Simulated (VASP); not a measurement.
# MgAl15HN16 (a cell with a defect): single point with PBE

System: MgAl15HN16 (a cell with a defect).

```
Al Mg N H
1.0
     6.25951    0.00000    0.00000
    -3.12976    5.42090    0.00000
     0.00000    0.00000   10.03481
Al Mg N H
15 1 16 1
Cartesian
  1.5321 0.9226 2.3779
  1.5610 0.9057 7.5614
  -0.0213 1.8195 10.0111
  -0.0168 3.6325 2.5058
  -1.5910 4.4180 5.0750
  0.0045 3.5980 7.5430
  -1.5791 4.5153 10.0305
  4.6704 0.9091 2.5056
  3.2033 1.8794 5.0748
  4.7101 0.9070 7.5430
  3.1245 1.8207 10.0305
  3.1120 3.6241 2.5022
  1.5287 4.5383 5.0237
  3.1108 3.6251 7.5503
  1.5481 4.5273 10.0416
  0.0383 1.7847 4.9976
  1.7235 0.8122 4.3242
  -0.0211 1.8197 1.8981
  1.5503 0.9120 9.4651
  0.0251 1.7915 7.0250
  -0.0243 3.7096 4.3790
  -1.5792 4.5140 1.8888
  -0.0234 3.6364 9.4458
  -1.5616 4.5069 6.9490
  4.5997 0.8763 4.3787
  3.1254 1.8205 1.8887
  4.6634 0.9127 9.4460
  3.1407 1.8097 6.9488
  3.0948 3.6342 4.4165
  1.5641 4.5181 1.8992
  3.1011 3.6305 9.4380
  1.5677 4.5150 6.9349
  2.6066 0.3018 4.0597
```

```json
{
  "Program": "VASP 6.6.1",
  "Task": "single point",
  "Functional": "PBE",
  "Potentials or basis": "VASP PAW PBE potentials, release 64 (Al, Mg, N, H)",
  "Cutoff": "520 eV",
  "k mesh": "1 × 1 × 1, shifted",
  "Occupations": "gaussian, width 0.01 eV",
  "Spin": "no spin polarisation"
}
```

| Quantity | Value |
| --- | --- |
| Pressure | 3.1 GPa |
| Largest force | 0.043 eV/Å |
| Band gap on the k mesh | 5.45 eV |

Forces on the atoms (eV/Å):
```
Al   0.013 -0.008 -0.014
Al  -0.001  0.001  0.012
Al   0.002 -0.001  0.004
Al  -0.006  0.000  0.001
Al   0.004  0.004  0.011
Al   0.001 -0.002  0.003
Al   0.001  0.003  0.002
Al  -0.002  0.005  0.001
Al  -0.002 -0.006  0.011
Al   0.002  0.000  0.003
Al  -0.002 -0.002  0.001
Al  -0.003  0.002  0.000
Al   0.006 -0.003  0.018
Al   0.001 -0.001  0.009
Al  -0.001  0.000  0.003
Mg  -0.003  0.002  0.019
N   -0.037  0.022 -0.006
N   -0.002  0.001  0.004
N    0.004 -0.002 -0.007
N   -0.003  0.002 -0.012
N    0.009  0.008 -0.003
N    0.001  0.000  0.002
N    0.002 -0.001 -0.003
N   -0.002  0.003 -0.005
N   -0.002 -0.012 -0.003
N    0.001 -0.001  0.002
N    0.002 -0.001 -0.003
N   -0.003  0.000 -0.005
N   -0.005  0.003 -0.008
N    0.008 -0.005 -0.003
N    0.002 -0.001 -0.004
N   -0.002  0.001 -0.011
H    0.016 -0.010 -0.018
```

Stress tensor (GPa, compression positive):
```
 3.29 -3.20  0.46
-3.20 -0.41 -0.11
 0.46 -0.11  6.31
```

Levels at points of the mesh, in eV from the valence-band top:
| k point | band 62 | band 63 | band 64 | band 65 | band 66 | band 67 |
| --- | --- | --- | --- | --- | --- | --- |
| (0.25, 0.25, 0.25) | -0.53 | -0.30 | 0.00 | 5.45 | 5.98 | 6.13 |

Wall time 86 s on 1 thread of Intel(R) Xeon(R) Platinum 8259CL CPU @ 2.50GHz (Skylake/Cascade Lake), on a shared host, peak memory 0.43 GiB.
